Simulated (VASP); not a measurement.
Set up this calculation in VASP 6.6.1, as the native input.

- Task: relaxation of cell and atoms
- Functional: PBE
- Potentials or basis: VASP PAW PBE potentials, release 64 (Si, C)
- Cutoff: 600 eV
- k mesh: 17 × 17 × 17
- Occupations: fermi-dirac, width 0.05 eV
- Spin: no spin polarisation
- Target pressure: 190 GPa
- Dipole correction: no
- Further INCAR settings: ALGO = Normal; EDIFF = 1e-07; IBRION = 2; EDIFFG = -0.005; NSW = 32; ISIF = 3

The structure of SiC (rocksalt type) lies in POSCAR:

```
SiC
1.0
    0.0000000000      1.7999475071      1.7999475071
    1.7999475071      0.0000000000      1.7999475071
    1.7999475071      1.7999475071      0.0000000000
Si C
1 1
Direct
    0.0000000000      0.0000000000      0.0000000000
    0.5000000000      0.5000000000      0.5000000000
```

The input as run:

INCAR

```
SYSTEM = SiC
ALGO     = Normal         ! electronic algorithm
EDIFF    = 1E-7           ! SCF threshold, eV
EDIFFG   = -0.005         ! ionic threshold
ENCUT    = 600            ! plane-wave cutoff, eV
GGA      = PE             ! functional
IBRION   = 2              ! ionic algorithm
ISIF     = 3              ! what is computed and relaxed
ISMEAR   = -1             ! smearing method
LASPH    = .TRUE.         ! aspherical terms in the spheres
LCHARG   = .FALSE.        ! write CHGCAR
LREAL    = .FALSE.        ! projectors in reciprocal space
LWAVE    = .FALSE.        ! write WAVECAR
NELM     = 60             ! most SCF steps
NSW      = 32             ! ionic steps
PREC     = Accurate       ! precision mode
PSTRESS  = 1900.0       
SIGMA    = 0.05           ! smearing width, eV
```

KPOINTS

```
k-points
0
G
  17 17 17
  0 0 0
```

Potentials or basis: VASP PAW PBE potentials, release 64 (Si, C).

Launch:

```console
$ cat potpaw_PBE.64/Si/POTCAR potpaw_PBE.64/C/POTCAR > POTCAR
$ mpirun -np 1 vasp_std > vasp.out
```

It gave:

```
Relaxed volume                                         : 5.83 Å³/atom
Relaxed cell                                           : a = 2.545 Å, b = 2.545 Å, c = 2.545 Å, α = 60.00°, β = 60.00°, γ = 60.00°
Space group after relaxing (to 0.05 Å)                 : Fm-3m (No. 225)
Energy change on relaxing (the enthalpy is what falls) : +5.3 meV/atom
Ionic steps                                            : 3
Pressure after relaxing                                : 190.0 GPa
Band gap on the k mesh                                 : 0.66 eV, indirect (least direct gap 6.49 eV)
```

Caveat: the cell is relaxed towards a set pressure, so the enthalpy falls and the energy may rise.

Run time: 18 s on 1 thread of AMD EPYC 9R45 96-Core Processor (Zen 5) (shared host), peak memory 0.1 GiB.
